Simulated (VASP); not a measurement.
# Mg32O31 (a cell with a defect) in VASP: further runs

The runs below take Mg32O31 (a cell with a defect) through single point, with PBEsol.

Everything below comes from runs of VASP 6.6.1. Logs are shortened: lines on timing, memory, paths and dates and some standing lists are left out, and cuts for length are marked.

## 1. The cell of the first run

The cell holds a defect, 63 atoms: a = 8.429 Å, b = 8.429 Å, c = 8.429 Å, α = 90.00°, β = 90.00°, γ = 90.00°.

## 2. Single point, PBEsol

File INCAR:

```
ALGO = Normal ; EDIFF = 1E-6
ENCUT = 520 ; GGA = PS
ISIF = 2 ; ISMEAR = -1
LASPH = True ; LCHARG = False
LREAL = Auto ; LWAVE = False
NBANDS = 162 ; NELM = 80
PREC = Accurate ; SIGMA = 0.05
```

File KPOINTS:

```
k-points
0
Gamma
  1 1 1
```

File POSCAR:

```
Mg32O31
1.0
    8.4288080000      0.0000000000      0.0000000000
    0.0000000000      8.4288080000      0.0000000000
    0.0000000000      0.0000000000      8.4288080000
O Mg
31 32
Direct
    0.2501400000      0.0001380000      0.0001130000
    0.2501220000      0.0001550000      0.5001500000
    0.2501160000      0.5001030000      0.0001490000
    0.7501070000      0.0001330000      0.0001190000
    0.7501490000      0.0001040000      0.5000970000
    0.7501230000      0.5001140000      0.0000920000
    0.7500950000      0.5001340000      0.5000860000
    0.0001150000      0.2501160000      0.0001340000
    0.9993930000      0.2494420000      0.5001520000
    0.0000670000      0.7501410000      0.0000910000
    0.9994460000      0.7508160000      0.5001490000
    0.5001400000      0.2501070000      0.0001270000
    0.5008410000      0.2493930000      0.5000880000
    0.5001260000      0.7501320000      0.0001360000
    0.5008300000      0.7508540000      0.5000930000
    0.0001010000      0.0001410000      0.2501000000
    0.0001210000      0.0001390000      0.7501900000
    0.9993990000      0.5001340000      0.2493800000
    0.9993690000      0.5001180000      0.7508120000
    0.5001500000      0.0001130000      0.2500850000
    0.5001000000      0.0000830000      0.7501490000
    0.5008090000      0.5000900000      0.2493940000
    0.5007830000      0.5001540000      0.7508140000
    0.2501410000      0.2493660000      0.2493420000
    0.2501300000      0.2494300000      0.7508820000
    0.2501230000      0.7508410000      0.2493990000
    0.2500860000      0.7508310000      0.7508780000
    0.7501470000      0.2500920000      0.2500950000
    0.7501160000      0.2501050000      0.7501430000
    0.7501070000      0.7501430000      0.2500990000
    0.7500940000      0.7501140000      0.7501420000
    0.0000100000      0.0001770000      0.0001290000
    0.9997230000      0.0002350000      0.5001810000
    0.9996630000      0.5001320000      0.0001940000
    0.9984880000      0.5001310000      0.5001450000
    0.5002240000      0.0001540000      0.0001230000
    0.5005250000      0.0001060000      0.5001000000
    0.5005740000      0.5001370000      0.0001210000
    0.5017370000      0.5001610000      0.5001250000
    0.2501190000      0.2496970000      0.0002000000
    0.2501520000      0.2484770000      0.5001220000
    0.2500840000      0.7505900000      0.0001090000
    0.2501520000      0.7518110000      0.5001400000
    0.7501740000      0.2500730000      0.0001890000
    0.7502040000      0.2496930000      0.5001200000
    0.7501170000      0.7502350000      0.0001450000
    0.7500140000      0.7505650000      0.5001790000
    0.2501210000      0.0001860000      0.2496150000
    0.2501070000      0.0000850000      0.7506130000
    0.2501310000      0.5000880000      0.2484590000
    0.2500880000      0.5001920000      0.7518670000
    0.7501290000      0.0001150000      0.2500650000
    0.7501200000      0.0001850000      0.7502170000
    0.7501080000      0.5001650000      0.2497390000
    0.7500220000      0.5001200000      0.7505900000
    0.0001470000      0.2501390000      0.2501740000
    0.0001750000      0.2501820000      0.7501720000
    0.0001410000      0.7501200000      0.2502100000
    0.0000880000      0.7501190000      0.7501490000
    0.5001620000      0.2501420000      0.2501370000
    0.5000850000      0.2501500000      0.7501280000
    0.5000550000      0.7501080000      0.2501250000
    0.5000600000      0.7501400000      0.7501840000
```

Potentials or basis: VASP PAW PBE potentials, release 64 (O, Mg).

Started as:

```console
$ cat potpaw_PBE.64/O/POTCAR potpaw_PBE.64/Mg/POTCAR > POTCAR
$ mpirun -np 1 vasp_gam > vasp.out
```

OUTCAR:

```text
EDIFF = 1E-6
   ENCUT = 520
   GGA = PS
   ISIF = 2
   ISMEAR = -1
   LASPH = True
   LREAL = Auto
   NELM = 80
   PREC = Accurate

 ion  position               nearest neighbor table
   1  0.250  0.000  0.000-  49 2.10  48 2.10  42 2.10  40 2.10  36 2.11  32 2.11
   2  0.250  0.000  0.500-  41 2.09  43 2.09  33 2.11  37 2.11  49 2.11  48 2.11
   3  0.250  0.500  0.000-  51 2.09  50 2.09  40 2.11  34 2.11  38 2.11  42 2.11
   4  0.750  0.000  0.000-  36 2.11  46 2.11  53 2.11  32 2.11  44 2.11  52 2.11
   5  0.750  0.000  0.500-  47 2.10  33 2.10  45 2.10  37 2.10  52 2.11  53 2.11
   6  0.750  0.500  0.000-  55 2.10  34 2.10  38 2.10  54 2.10  44 2.11  46 2.11
[... 75 lines left out ...]
  57  0.000  0.250  0.750-  19 2.11  25 2.11   8 2.11   9 2.11  17 2.11  29 2.11  51 2.98  33 2.98
                            32 2.98  40 2.98  34 2.98  35 2.98  44 2.98  45 2.98  49 2.98  41 2.98
  58  0.000  0.750  0.250-  11 2.11  26 2.11  18 2.11  16 2.11  30 2.11  10 2.11  35 2.98  43 2.98
                            54 2.98  34 2.98  52 2.98  50 2.98  42 2.98  48 2.98  33 2.98  46 2.98
  59  0.000  0.750  0.750-  10 2.11  31 2.11  27 2.11  11 2.11  19 2.11  17 2.11  51 2.98  42 2.98
                            46 2.98  49 2.98  35 2.98  34 2.98  53 2.98  32 2.98  47 2.98  55 2.98
  60  0.500  0.250  0.250-  22 2.11  13 2.11  28 2.11  12 2.11  24 2.11  20 2.11  44 2.98  54 2.98
                            40 2.98  50 2.98  52 2.98  48 2.98  37 2.98  41 2.98  36 2.98  38 2.98
  61  0.500  0.250  0.750-  25 2.11  12 2.11  23 2.11  29 2.11  13 2.11  21 2.11  55 2.98  41 2.98
                            38 2.98  36 2.98  53 2.98  39 2.98  40 2.98  49 2.98  51 2.98  37 2.98
  62  0.500  0.750  0.250-  26 2.11  15 2.11  14 2.11  20 2.11  22 2.11  30 2.11  43 2.98  50 2.98
                            39 2.98  37 2.98  38 2.98  42 2.98  54 2.98  48 2.98  47 2.98  46 2.98
  63  0.500  0.750  0.750-  21 2.11  14 2.11  27 2.11  23 2.11  31 2.11  15 2.11  49 2.98  42 2.98
                            51 2.98  38 2.98  36 2.98  43 2.98  47 2.98  55 2.98  46 2.98  39 2.98

  LATTYP: Found a simple cubic cell.
 ALAT       =     8.4288080000

  Lattice vectors:

 A1 = (   8.4288080000,   0.0000000000,   0.0000000000)
 A2 = (   0.0000000000,   8.4288080000,   0.0000000000)
 A3 = (   0.0000000000,   0.0000000000,   8.4288080000)

Analysis of symmetry for initial positions (statically):
=====================================================================
 Subroutine PRICEL returns:
 Original cell was already a primitive cell.

 Routine SETGRP: Setting up the symmetry group for a
 simple cubic supercell.

 Subroutine GETGRP returns: Found  1 space group operations
 (whereof  1 operations were pure point group operations)
 out of a pool of 48 trial point group operations.

The static configuration has the point symmetry C_1 .

Analysis of symmetry for dynamics (positions and initial velocities):
=====================================================================
 Subroutine PRICEL returns:
 Original cell was already a primitive cell.

 Routine SETGRP: Setting up the symmetry group for a
 simple cubic supercell.

 Subroutine GETGRP returns: Found  1 space group operations
 (whereof  1 operations were pure point group operations)
 out of a pool of 48 trial point group operations.

The dynamic configuration has the point symmetry C_1 .

 Subroutine INISYM returns: Found  1 space group operations
 (whereof  1 operations are pure point group operations),
 and found     1 'primitive' translations

----------------------------------------------------------------------------------------

                                     Primitive cell

  volume of cell :     598.8230

  direct lattice vectors                    reciprocal lattice vectors
     8.428808000  0.000000000  0.000000000     0.118640738  0.000000000  0.000000000
     0.000000000  8.428808000  0.000000000     0.000000000  0.118640738  0.000000000
     0.000000000  0.000000000  8.428808000     0.000000000  0.000000000  0.118640738

[... 135 lines left out ...]

 KPOINTS: k-points

Automatic generation of k-mesh.
 Grid dimensions read from file:
 generate k-points for:    1    1    1

 Generating k-lattice:

  Cartesian coordinates                     Fractional coordinates (reciprocal lattice)
     0.118640738  0.000000000  0.000000000     1.000000000  0.000000000  0.000000000
     0.000000000  0.118640738  0.000000000     0.000000000  1.000000000  0.000000000
     0.000000000  0.000000000  0.118640738     0.000000000  0.000000000  1.000000000

  Length of vectors
     0.118640738  0.118640738  0.118640738

  Shift w.r.t. Gamma in fractional coordinates (k-lattice)
     0.000000000  0.000000000  0.000000000

 Subroutine IBZKPT returns following result:
 ===========================================

 Found      1 irreducible k-points:

 Following reciprocal coordinates:
            Coordinates               Weight
  0.000000  0.000000  0.000000      1.000000
   k-points           NKPTS =      1   k-points in BZ     NKDIM =      1   number of bands    NBANDS=    162
   number of dos      NEDOS =    301   number of ions     NIONS =     63
   total plane-waves  NPLWV = 262144
   dimension x,y,z NGX =    64 NGY =   64 NGZ =   64
   dimension x,y,z NGXF=   128 NGYF=  128 NGZF=  128
   ions per type =              31  32
   NGX,Y,Z   is equivalent  to a cutoff of  12.62, 12.62, 12.62 a.u.
   NGXF,Y,Z  is equivalent  to a cutoff of  25.25, 25.25, 25.25 a.u.
 SYSTEM =  unknown system
   PREC   = accura    normal or accurate (medium, high low for compatibility)
   ISTART =      0    job   : 0-new  1-cont  2-samecut
   ICHARG =      2    charge: 1-file 2-atom 10-const
   ISPIN  =      1    spin polarized calculation?
   LNONCOLLINEAR =      F non collinear calculations
   LSORBIT =      F    spin-orbit coupling
   LASPH  =      T    aspherical Exc in radial PAW
   ENCUT  =  520.0 eV  38.22 Ry    6.18 a.u.  15.67 15.67 15.67*2*pi/ulx,y,z
   NELM   =     80;   NELMIN=  2; NELMDL= -5     # of ELM steps
   EDIFF  = 0.1E-05   stopping-criterion for ELM
   LREAL  =      T    real-space projection
   EDIFFG = 0.1E-04   stopping-criterion for IOM
   NSW    =      0    number of steps for IOM
   IBRION =     -1    ionic relax: 0-MD 1-quasi-New 2-CG
   NFREE  =      0    steps in history (QN), initial steepest desc. (CG)
   ISIF   =      2    stress and relaxation
   ISYM   =      2    0-nonsym 1-usesym 2-fastsym
   POTIM  = 0.5000    time-step for ionic-motion
   TEBEG  =    0.0;   TEEND  =   0.0 temperature during run
   PSTRESS=    0.0 pullay stress
   NELECT =     250.0000    total number of electrons
   NUPDOWN=      -1.0000    fix difference up-down
   EMIN   =  10.00;   EMAX   =-10.00  energy-range for DOS
   EFERMI =   0.00;   METHOD = LEGACY
   ISMEAR =    -1;   SIGMA  =   0.05  broadening in eV -4-tet -1-fermi 0-gaus
   EFERMI_NEDOS =   21; number of points for ismear=-14 and -15
   IALGO  =     38    algorithm
   IMIX   =      4    mixing-type and parameters
     AMIX     =   0.40;   BMIX     =  1.00
     AMIX_MAG =   1.60;   BMIX_MAG =  1.00
  volume/ion in A,a.u.               =       9.51        64.14
  Fermi-wavevector in a.u.,A,eV,Ry     =   1.223551  2.312176 20.368963  1.497077
  Thomas-Fermi vector in A             =   2.358658
   LORBIT       =      0    0 simple, 1 ext, 2 COOP (PROOUT), +10 PAW based schemes
   GGA     = PS    functional components
   LHFCALC =     F    Hartree Fock is set to
   AEXX    =    0.0000 exact exchange contribution
   IVDW    =     0    specifies the selected vdW correction
   LEPSILON=     F    determine dielectric tensor
   LRPA    =     F    only Hartree local field effects (RPA)
 non-spin polarized calculation
  energy-cutoff  :      520.00
  volume of cell :      598.82
 maximum number of plane-waves:      8068
 NGX is ok and might be reduce to    64
   NGX = 31   NGY = 31   NGZ = 31

 number of electron     249.9999907 magnetization

 Free energy of the ion-electron system (eV)
  ---------------------------------------------------
  ext. energy  EPLUGINS =         0.00000000
  ---------------------------------------------------
  free energy    TOTEN  =      -388.16107259 eV

  energy without entropy =     -388.16107259  energy(sigma->0) =     -388.16107259

 E-fermi :   6.4056     XC(G=0): -11.2359

 val. band max:        5.1314417555   @ k =   0.0000   0.0000   0.0000
 cond. band min:       8.0981353591   @ k =   0.0000   0.0000   0.0000
 fundamental gap:      2.9666936036
 Fermi energy:         6.4055973490

 k-point     1 :       0.0000    0.0000    0.0000
  band No.  band energies     occupation
      1     -14.1903      2.00000
      2     -13.4659      2.00000
      3     -13.4658      2.00000
      4     -13.4630      2.00000
      5     -13.4615      2.00000
      6     -13.4605      2.00000
[... 129 lines left out ...]
    136      11.4179      0.00000
    137      11.4186      0.00000
 [bands above 137 left out]

------------------------ aborting loop because EDIFF is reached ----------------------------------------

  FORCE on cell =-STRESS in cart. coord.  units (eV):
  Direction    XX          YY          ZZ          XY          YZ          ZX
  --------------------------------------------------------------------------------------
  -------------------------------------------------------------------------------------
  Total        1.4950992      1.5022412      1.5056771      0.0022618      0.0041568      0.0019464
  in kB        4.0002036      4.0193123      4.0285054      0.0060515      0.0111218      0.0052077
  external PRESSURE =       4.0160071 kB  Pullay stress =       0.0000000 kB

 VOLUME and BASIS-vectors are now :
 -----------------------------------------------------------------------------
  energy-cutoff  :      520.00
  volume of cell :      598.82
      direct lattice vectors                 reciprocal lattice vectors
     8.428808000  0.000000000  0.000000000     0.118640738  0.000000000  0.000000000
     0.000000000  8.428808000  0.000000000     0.000000000  0.118640738  0.000000000
     0.000000000  0.000000000  8.428808000     0.000000000  0.000000000  0.118640738

 POSITION                                       TOTAL-FORCE (eV/Angst)
 -----------------------------------------------------------------------------------
      2.10838      0.00116      0.00095        -0.003514     -0.002279      0.000466
      2.10823      0.00131      4.21567        -0.001477     -0.002048     -0.003287
      2.10818      4.21527      0.00126        -0.001580      0.002565     -0.001616
      6.32251      0.00112      0.00100         0.000558     -0.000145     -0.000398
      6.32286      0.00088      4.21522        -0.002749      0.001980      0.003509
      6.32264      4.21536      0.00078        -0.002786      0.000242      0.004030
[... 55 lines left out ...]
      4.21487      6.32252      2.10826         0.030126      0.027877     -0.029322
      4.21491      6.32279      6.32316         0.031016      0.026823      0.023786
 -----------------------------------------------------------------------------------
    total drift:                               -0.017809     -0.017086     -0.016962

  FREE ENERGIE OF THE ION-ELECTRON SYSTEM (eV)
  ---------------------------------------------------
  free  energy   TOTEN  =      -388.1610725879 eV

  energy  without entropy=     -388.1610725879  energy(sigma->0) =     -388.16107259
```

Wall time 2.4 min (1 thread of Intel Xeon Platinum 8375C at 2.90GHz (Ice Lake), shared host); peak memory 0.53 GiB.

Results:

```
Free energy            : -388.1611 eV
Pressure               : 0.4 GPa
Largest force          : 0.184 eV/Å
Band gap on the k mesh : 2.97 eV
```

Forces in eV/Å, atoms in the order of the input:
```
O   -0.004 -0.002  0.000
O   -0.001 -0.002 -0.003
O   -0.002  0.003 -0.002
O    0.001  0.000  0.000
O   -0.003  0.002  0.004
O   -0.003  0.000  0.004
O   -0.001 -0.002  0.003
O    0.017  0.018  0.001
O    0.084  0.080  0.001
O    0.020 -0.018  0.004
O    0.078 -0.075  0.002
O   -0.017  0.019 -0.001
O   -0.078  0.083  0.005
O   -0.020 -0.019 -0.002
O   -0.083 -0.081  0.005
O    0.019 -0.001  0.019
O    0.015  0.000 -0.023
O    0.082  0.000  0.085
O    0.084  0.002 -0.075
O   -0.021  0.000  0.019
O   -0.016  0.002 -0.021
O   -0.077  0.005  0.083
O   -0.079  0.001 -0.078
O   -0.001  0.084  0.087
O    0.000  0.082 -0.081
O    0.000 -0.078  0.082
O    0.003 -0.080 -0.082
O   -0.001  0.020  0.020
O   -0.001  0.018 -0.019
O   -0.001 -0.020  0.019
O   -0.002 -0.015 -0.019
Mg   0.004 -0.004  0.001
Mg  -0.016 -0.011 -0.002
Mg  -0.015  0.002 -0.006
Mg  -0.184  0.003  0.001
Mg  -0.003 -0.001  0.001
Mg   0.017  0.004  0.002
Mg   0.013 -0.002  0.001
Mg   0.183 -0.004  0.000
Mg   0.002 -0.014 -0.008
Mg   0.001 -0.182  0.003
Mg   0.000  0.013  0.005
Mg  -0.005  0.181 -0.001
Mg  -0.004  0.001 -0.004
Mg  -0.009 -0.014  0.001
Mg   0.001 -0.004 -0.001
Mg   0.011  0.015 -0.003
Mg   0.001 -0.006 -0.010
Mg   0.001  0.006  0.013
Mg   0.000  0.004 -0.182
Mg   0.000 -0.006  0.178
Mg  -0.001 -0.001  0.002
Mg  -0.001 -0.004 -0.004
Mg   0.000 -0.001 -0.018
Mg   0.008  0.000  0.011
Mg  -0.029 -0.027 -0.030
Mg  -0.029 -0.027  0.026
Mg  -0.028  0.029 -0.030
Mg  -0.028  0.026  0.023
Mg   0.026 -0.028 -0.027
Mg   0.027 -0.029  0.026
Mg   0.030  0.028 -0.029
Mg   0.031  0.027  0.024
```

Caveat: the k points lie up to 0.75 Å⁻¹ apart; the PAW data sets were made with another functional, which shifts forces and pressure a little.

(Part 1 of 2 ends here.)
